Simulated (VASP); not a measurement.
The system is Pr.

```
Pr
1.0
    -2.09737    2.09737    2.09737
     2.09737   -2.09737    2.09737
     2.09737    2.09737   -2.09737
Pr
1
Direct
  0.00000 0.00000 0.00000
```

This isn't the form of Pr at room conditions, which is double hcp.

Base run:

| Property | Result |
| --- | --- |
| Program | VASP 6.6.1 |
| Functional | PBEsol |
| Potentials or basis | VASP PAW PBE potentials, release 64 (Pr) |
| Cutoff | 520 eV |
| k mesh | 10 × 10 × 10 |
| Occupations | methfessel-paxton, width 0.05 eV |
| Spin | non-collinear spin, typed start, spin-orbit coupling |
| Starting moments | [[0.0, 0.0, 2.0]] μB |

Its results: pressure -5.6 GPa; net moment 2.79 μB per cell.

Q: The run is repeated on the same cell with these changes: k mesh from 10 × 10 × 10 to 12 × 12 × 12. What comes out?

A: Pressure -5.6 GPa; net moment 2.92 μB per cell.

Caveats: the magnetic or orbital state may not be the lowest; the cell stands under tension; the PAW data sets were made with another functional, which shifts forces and pressure a little.
